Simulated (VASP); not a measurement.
# HfN (Imm2) in VASP: a series of runs

The runs below take HfN through single point, with PBE.

Everything below comes from runs of VASP 6.6.1. Logs are shortened: lines on timing, memory, paths and dates and some standing lists are left out, and cuts for length are marked.

**1. The cell of the first run**

It takes space group Imm2 (No. 44, orthorhombic). Conventional cell: a = 3.195 Å, b = 4.518 Å, c = 3.195 Å, α = 90.00°, β = 90.00°, γ = 90.00°. Hf (site symmetry mm2) has 6 N at 2.08 to 2.45 Å within 2.8 Å. N (site symmetry mm2) has 6 Hf at 2.08 to 2.45 Å within 2.8 Å.

**2. Single point, PBE**

Input file INCAR:

```
PREC = Accurate
ENCUT = 520
EDIFF = 1E-6
ISMEAR = 0
SIGMA = 0.15
LREAL = F
LASPH = T
NELM = 80
ALGO = Normal
ISIF = 2
LWAVE = F
LCHARG = F
GGA = PE
NBANDS = 14
```

Input file KPOINTS:

```
regular mesh
0
Gamma
  18 18 18
```

Input file POSCAR:

```
HfN
1.0
    0.0000000000      2.2590000000      2.2590000000
    2.2590000000      0.0000000000      2.2590000000
    2.2590000000      2.2590000000      0.0000000000
Hf N
1 1
Direct
    0.0000000000      0.0000000000      0.0000000000
    0.4178328774      0.5000000000      0.5000000000
```

Potentials or basis: VASP PAW PBE potentials, release 64 (Hf_pv, N).

Command:

```bash
$ cat potpaw_PBE.64/Hf_pv/POTCAR potpaw_PBE.64/N/POTCAR > POTCAR
$ mpirun -np 1 vasp_std > vasp.out
```

OUTCAR:

```text
PREC = Accurate
   ENCUT = 520
   EDIFF = 1E-6
   ISMEAR = 0
   LREAL = F
   LASPH = T
   NELM = 80
   ISIF = 2
   GGA = PE

 ion  position               nearest neighbor table
   1  0.000  0.000  0.000-   2 2.08   2 2.08   2 2.27   2 2.27   2 2.45   2 2.45
   2  0.418  0.500  0.500-   1 2.08   1 2.08   1 2.27   1 2.27   1 2.45   1 2.45

  LATTYP: Found a face centered cubic cell.
 ALAT       =     4.5180000000

  Lattice vectors:

 A1 = (   0.0000000000,   2.2590000000,   2.2590000000)
 A2 = (   2.2590000000,   0.0000000000,   2.2590000000)
 A3 = (   2.2590000000,   2.2590000000,   0.0000000000)

Analysis of symmetry for initial positions (statically):
=====================================================================
 Subroutine PRICEL returns:
 Original cell was already a primitive cell.

 Routine SETGRP: Setting up the symmetry group for a
 face centered cubic supercell.

 Subroutine GETGRP returns: Found  4 space group operations
 (whereof  4 operations were pure point group operations)
 out of a pool of 48 trial point group operations.

The static configuration has the point symmetry C_2v.

Analysis of symmetry for dynamics (positions and initial velocities):
=====================================================================
 Subroutine PRICEL returns:
 Original cell was already a primitive cell.

 Routine SETGRP: Setting up the symmetry group for a
 face centered cubic supercell.

 Subroutine GETGRP returns: Found  4 space group operations
 (whereof  4 operations were pure point group operations)
 out of a pool of 48 trial point group operations.

The dynamic configuration has the point symmetry C_2v.

 Subroutine INISYM returns: Found  4 space group operations
 (whereof  4 operations are pure point group operations),
 and found     1 'primitive' translations

----------------------------------------------------------------------------------------

                                     Primitive cell

  volume of cell :      23.0557

  direct lattice vectors                    reciprocal lattice vectors
     0.000000000  2.259000000  2.259000000    -0.221336875  0.221336875  0.221336875
     2.259000000  0.000000000  2.259000000     0.221336875 -0.221336875  0.221336875
     2.259000000  2.259000000  0.000000000     0.221336875  0.221336875 -0.221336875

  length of vectors
     3.194708437  3.194708437  3.194708437     0.383366713  0.383366713  0.383366713

  position of ions in fractional coordinates (direct lattice)
     0.000000000  0.000000000  0.000000000
     0.417832877  0.500000000  0.500000000

  ion indices of the primitive-cell ions
   primitive index   ion index
[... 87 lines left out ...]
   EMIN   =  10.00;   EMAX   =-10.00  energy-range for DOS
   EFERMI =   0.00;   METHOD = LEGACY
   ISMEAR =     0;   SIGMA  =   0.15  broadening in eV -4-tet -1-fermi 0-gaus
   EFERMI_NEDOS =   21; number of points for ismear=-14 and -15
   IALGO  =     38    algorithm
   IMIX   =      4    mixing-type and parameters
     AMIX     =   0.40;   BMIX     =  1.00
     AMIX_MAG =   1.60;   BMIX_MAG =  1.00
  volume/ion in A,a.u.               =      11.53        77.79
  Fermi-wavevector in a.u.,A,eV,Ry     =   1.418553  2.680677 27.378918  2.012294
  Thomas-Fermi vector in A             =   2.539667
   LORBIT       =      0    0 simple, 1 ext, 2 COOP (PROOUT), +10 PAW based schemes
   GGA     = PE    functional components
   LHFCALC =     F    Hartree Fock is set to
   AEXX    =    0.0000 exact exchange contribution
   IVDW    =     0    specifies the selected vdW correction
   LEPSILON=     F    determine dielectric tensor
   LRPA    =     F    only Hartree local field effects (RPA)
 non-spin polarized calculation
 Gauss-broadening in eV      SIGMA  =   0.15
  energy-cutoff  :      520.00
  volume of cell :       23.06
 maximum number of plane-waves:       636
   NGX = 11   NGY = 11   NGZ = 11

 number of electron      15.0000000 magnetization

 Free energy of the ion-electron system (eV)
  ---------------------------------------------------
  ext. energy  EPLUGINS =         0.00000000
  ---------------------------------------------------
  free energy    TOTEN  =       -21.35519311 eV

  energy without entropy =      -21.34827443  energy(sigma->0) =      -21.35173377

 E-fermi :   8.3232     XC(G=0): -12.7032

 val. band max:        8.3147144310   @ k =  -0.4444   0.2778   0.0556
 cond. band min:       8.3307880484   @ k =  -0.1667   0.1667   0.0000
 fundamental gap:      0.0160736174
 Fermi energy:         8.3232316299

 k-point     1 :       0.0000    0.0000    0.0000
  band No.  band energies     occupation
      1     -22.7437      2.00000
      2     -22.7047      2.00000
      3     -22.6723      2.00000
      4      -9.1317      2.00000
      5       4.4141      2.00000
      6       4.5714      2.00000
      7       4.6654      2.00000
      8       8.0434      1.99168
      9       8.8985      0.00000
     10       9.0700      0.00000
     11      10.0175      0.00000
     12      10.9068      0.00000
     13      11.3809      0.00000
     14      17.8008      0.00000
[... 377 lines left out ...]
      1     -22.8167      2.00000
      2     -22.7482      2.00000
      3     -22.6946      2.00000
      4      -8.8739      2.00000
      5       3.4663      2.00000
      6       4.3197      2.00000
      7       4.6915      2.00000
      8       7.8541      1.99999
      9       8.7808      0.00002
     10       9.3253      0.00000
     11      10.5604      0.00000
     12      11.3823      0.00000
     13      12.7338      0.00000
     14      18.6561      0.00000

 [... further k-points ...]

------------------------ aborting loop because EDIFF is reached ----------------------------------------

  FORCE on cell =-STRESS in cart. coord.  units (eV):
  Direction    XX          YY          ZZ          XY          YZ          ZX
  --------------------------------------------------------------------------------------
  -------------------------------------------------------------------------------------
  Total        0.5163466      2.3716834      2.3716834      0.0000000     -0.3209840      0.0000000
  in kB       35.8817152    164.8119151    164.8119151      0.0000000    -22.3056681      0.0000000
  external PRESSURE =     121.8351818 kB  Pullay stress =       0.0000000 kB

 VOLUME and BASIS-vectors are now :
 -----------------------------------------------------------------------------
  energy-cutoff  :      520.00
  volume of cell :       23.06
      direct lattice vectors                 reciprocal lattice vectors
     0.000000000  2.259000000  2.259000000    -0.221336875  0.221336875  0.221336875
     2.259000000  0.000000000  2.259000000     0.221336875 -0.221336875  0.221336875
     2.259000000  2.259000000  0.000000000     0.221336875  0.221336875 -0.221336875

 POSITION                                       TOTAL-FORCE (eV/Angst)
 -----------------------------------------------------------------------------------
      0.00000      0.00000      0.00000        -0.000000     -2.186665     -2.186665
      2.25900      2.07338      2.07338         0.000000      2.186665      2.186665
 -----------------------------------------------------------------------------------
    total drift:                                0.000000      0.000297      0.000297

  FREE ENERGIE OF THE ION-ELECTRON SYSTEM (eV)
  ---------------------------------------------------
  free  energy   TOTEN  =       -21.3551931106 eV

  energy  without entropy=      -21.3482744260  energy(sigma->0) =      -21.35173377
```

stdout:

```text
POSCAR found type information on POSCAR HfN
 POSCAR found :  2 types and       2 ions
 scaLAPACK will be used
 LDA part: xc-table for (Slater+PW92), standard interpolation
 POSCAR, INCAR and KPOINTS ok, starting setup
 FFT: planning ... GRIDC
 FFT: planning ... GRID_SOFT
 FFT: planning ... GRID
 WAVECAR not read
 entering main loop
```

Wall time 2 min (1 thread of AMD EPYC 9R45 (Zen 5), shared host); peak memory 0.36 GiB.

What came out:

```yaml
Free_energy: -21.3552 eV
Pressure: 12.2 GPa
Largest_force: 3.092 eV/Å
```

Forces in eV/Å, atoms in the order of the input:
```
Hf   0.000 -2.187 -2.187
N    0.000  2.187  2.187
```

Caveat: the cell differs from its parent crystal (all N atoms moved +0.263 Å, as atom 2 towards its neighbour atom 2 (N) at 3.195 Å); spin-orbit coupling is left out, which moves the levels of the heavy elements; forces of over 1 eV/Å act on the atoms, so gaps and moduli don't describe the material at rest.

**3. Single point, PBE**

Input file INCAR:

```
ALGO     = Normal         # electronic algorithm
EDIFF    = 1E-7           # SCF threshold, eV
ENCUT    = 520            # plane-wave cutoff, eV
GGA      = PE             # functional
ISIF     = 2              # what is computed and relaxed
ISMEAR   = 0              # smearing method
LASPH    = True           # aspherical terms in the spheres
LCHARG   = False          # write CHGCAR
LREAL    = False          # projectors in reciprocal space
LWAVE    = False          # write WAVECAR
NBANDS   = 14             # bands
NELM     = 100            # most SCF steps
PREC     = Accurate       # precision mode
SIGMA    = 0.15           # smearing width, eV
```

Input file KPOINTS:

```
k-points
0
Gamma
  18 18 18
```

Changes to POSCAR since step 2:

```diff
@@ -9,2 +9,2 @@
     0.0000000000      0.0000000000      0.0000000000
-    0.4178328774      0.5000000000      0.5000000000
+    0.4413091981      0.5000000000      0.5000000000
```

Potentials or basis: VASP PAW PBE potentials, release 64 (Hf_pv, N).

Command:

```bash
$ cat potpaw_PBE.64/Hf_pv/POTCAR potpaw_PBE.64/N/POTCAR > POTCAR
$ mpirun -np 1 vasp_std > vasp.out
```

OUTCAR:

```text
EDIFF = 1E-7
   ENCUT = 520
   GGA = PE
   ISIF = 2
   ISMEAR = 0
   LASPH = True
   LREAL = False
   NELM = 100
   PREC = Accurate

 ion  position               nearest neighbor table
   1  0.000  0.000  0.000-   2 2.13   2 2.13   2 2.27   2 2.27   2 2.40   2 2.40
   2  0.441  0.500  0.500-   1 2.13   1 2.13   1 2.27   1 2.27   1 2.40   1 2.40

  LATTYP: Found a face centered cubic cell.
 ALAT       =     4.5180000000

  Lattice vectors:

 A1 = (   0.0000000000,   2.2590000000,   2.2590000000)
 A2 = (   2.2590000000,   0.0000000000,   2.2590000000)
 A3 = (   2.2590000000,   2.2590000000,   0.0000000000)

Analysis of symmetry for initial positions (statically):
=====================================================================
 Subroutine PRICEL returns:
 Original cell was already a primitive cell.

 Routine SETGRP: Setting up the symmetry group for a
 face centered cubic supercell.

 Subroutine GETGRP returns: Found  4 space group operations
 (whereof  4 operations were pure point group operations)
 out of a pool of 48 trial point group operations.

The static configuration has the point symmetry C_2v.

Analysis of symmetry for dynamics (positions and initial velocities):
=====================================================================
 Subroutine PRICEL returns:
 Original cell was already a primitive cell.

 Routine SETGRP: Setting up the symmetry group for a
 face centered cubic supercell.

 Subroutine GETGRP returns: Found  4 space group operations
 (whereof  4 operations were pure point group operations)
 out of a pool of 48 trial point group operations.

The dynamic configuration has the point symmetry C_2v.

 Subroutine INISYM returns: Found  4 space group operations
 (whereof  4 operations are pure point group operations),
 and found     1 'primitive' translations

----------------------------------------------------------------------------------------

                                     Primitive cell
[... 114 lines left out ...]
  Thomas-Fermi vector in A             =   2.539667
   LORBIT       =      0    0 simple, 1 ext, 2 COOP (PROOUT), +10 PAW based schemes
   GGA     = PE    functional components
   LHFCALC =     F    Hartree Fock is set to
   AEXX    =    0.0000 exact exchange contribution
   IVDW    =     0    specifies the selected vdW correction
   LEPSILON=     F    determine dielectric tensor
   LRPA    =     F    only Hartree local field effects (RPA)
 non-spin polarized calculation
 Gauss-broadening in eV      SIGMA  =   0.15
  energy-cutoff  :      520.00
  volume of cell :       23.06
 maximum number of plane-waves:       636
   NGX = 11   NGY = 11   NGZ = 11

 number of electron      15.0000000 magnetization

 Free energy of the ion-electron system (eV)
  ---------------------------------------------------
  ext. energy  EPLUGINS =         0.00000000
  ---------------------------------------------------
  free energy    TOTEN  =       -21.55229402 eV

  energy without entropy =      -21.54547532  energy(sigma->0) =      -21.54888467

 E-fermi :   8.3615     XC(G=0): -12.7174

 val. band max:        8.3578714957   @ k =   0.3889   0.1111  -0.3333
 cond. band min:       8.3638377137   @ k =   0.2778  -0.2778  -0.2778
 fundamental gap:      0.0059662181
 Fermi energy:         8.3614882792

 k-point     1 :       0.0000    0.0000    0.0000
  band No.  band energies     occupation
      1     -22.7572      2.00000
      2     -22.7323      2.00000
      3     -22.7175      2.00000
      4      -9.1284      2.00000
      5       4.8065      2.00000
      6       4.8896      2.00000
      7       4.9668      2.00000
      8       8.0423      1.99738
      9       8.5683      0.05120
     10       8.6350      0.00992
     11      10.0980      0.00000
     12      10.6133      0.00000
     13      10.9132      0.00000
     14      17.8700      0.00000
[... 377 lines left out ...]
      1     -22.8372      2.00000
      2     -22.7675      2.00000
      3     -22.7378      2.00000
      4      -8.8734      2.00000
      5       3.7334      2.00000
      6       4.5721      2.00000
      7       4.8595      2.00000
      8       7.8490      2.00000
      9       8.6917      0.00185
     10       9.0241      0.00000
     11      10.5853      0.00000
     12      11.0826      0.00000
     13      12.3026      0.00000
     14      18.7287      0.00000

 [... further k-points ...]
[... 5 lines left out ...]
  --------------------------------------------------------------------------------------
  -------------------------------------------------------------------------------------
  Total        0.4808323      1.4286024      1.4286024      0.0000000     -0.1616737      0.0000000
  in kB       33.4137760     99.2757746     99.2757746      0.0000000    -11.2349564      0.0000000
  external PRESSURE =      77.3217751 kB  Pullay stress =       0.0000000 kB

 VOLUME and BASIS-vectors are now :
 -----------------------------------------------------------------------------
  energy-cutoff  :      520.00
  volume of cell :       23.06
      direct lattice vectors                 reciprocal lattice vectors
     0.000000000  2.259000000  2.259000000    -0.221336875  0.221336875  0.221336875
     2.259000000  0.000000000  2.259000000     0.221336875 -0.221336875  0.221336875
     2.259000000  2.259000000  0.000000000     0.221336875  0.221336875 -0.221336875

 POSITION                                       TOTAL-FORCE (eV/Angst)
 -----------------------------------------------------------------------------------
      0.00000      0.00000      0.00000         0.000000     -1.539055     -1.539055
      2.25900      2.12642      2.12642        -0.000000      1.539055      1.539055
 -----------------------------------------------------------------------------------
    total drift:                                0.000000     -0.000018     -0.000018

  FREE ENERGIE OF THE ION-ELECTRON SYSTEM (eV)
  ---------------------------------------------------
  free  energy   TOTEN  =       -21.5522940168 eV

  energy  without entropy=      -21.5454753165  energy(sigma->0) =      -21.54888467
```

OSZICAR:

```text
N       E                     dE             d eps       ncg     rms          rms(c)
DAV:   1     0.389357627833E+02    0.38936E+02   -0.77981E+03 24300   0.101E+03
DAV:   2    -0.225656823900E+02   -0.61501E+02   -0.57502E+02 31850   0.237E+02
DAV:   3    -0.245747384968E+02   -0.20091E+01   -0.20004E+01 28098   0.353E+01
DAV:   4    -0.245820602552E+02   -0.73218E-02   -0.73209E-02 28872   0.249E+00
DAV:   5    -0.245821068559E+02   -0.46601E-04   -0.46600E-04 28360   0.171E-01    0.509E+01
DAV:   6    -0.216538556119E+02    0.29283E+01   -0.83556E+00 27100   0.226E+01    0.421E+01
DAV:   7    -0.215776737697E+02    0.76182E-01   -0.47435E-01 30664   0.615E+00    0.264E+01
DAV:   8    -0.215576149997E+02    0.20059E-01   -0.96716E-02 28252   0.273E+00    0.585E+00
DAV:   9    -0.215524127124E+02    0.52023E-02   -0.14185E-02 27370   0.960E-01    0.189E+00
DAV:  10    -0.215523290897E+02    0.83623E-04   -0.10894E-03 32386   0.320E-01    0.435E-01
DAV:  11    -0.215522956631E+02    0.33427E-04   -0.83234E-05 28414   0.901E-02    0.867E-02
DAV:  12    -0.215522940734E+02    0.15897E-05   -0.85397E-06 32782   0.249E-02    0.436E-03
DAV:  13    -0.215522940168E+02    0.56593E-07   -0.20378E-07 24394   0.462E-03
   1 F= -.21552294E+02 E0= -.21548885E+02  d E =-.681870E-02
```

stdout:

```text
POSCAR found type information on POSCAR HfN
 POSCAR found :  2 types and       2 ions
 scaLAPACK will be used
 LDA part: xc-table for (Slater+PW92), standard interpolation
 POSCAR, INCAR and KPOINTS ok, starting setup
 FFT: planning ... GRIDC
 FFT: planning ... GRID_SOFT
 FFT: planning ... GRID
 WAVECAR not read
 entering main loop
```

Run time: 2.1 min. Hardware: 1 thread of AMD EPYC 9R45 (Zen 5), shared host; peak memory 0.35 GiB.

What came out:

| Quantity | Value |
| --- | --- |
| Free energy | -21.5523 eV |
| Pressure | 7.7 GPa |
| Largest force | 2.177 eV/Å |

Forces in eV/Å, atoms in the order of the input:
```
Hf   0.000 -1.539 -1.539
N    0.000  1.539  1.539
```

Caveat: the cell differs from its parent crystal (all N atoms moved +0.188 Å, as atom 2 towards its neighbour atom 2 (N) at 3.195 Å); spin-orbit coupling is left out, which moves the levels of the heavy elements; forces of over 1 eV/Å act on the atoms, so gaps and moduli don't describe the material at rest.
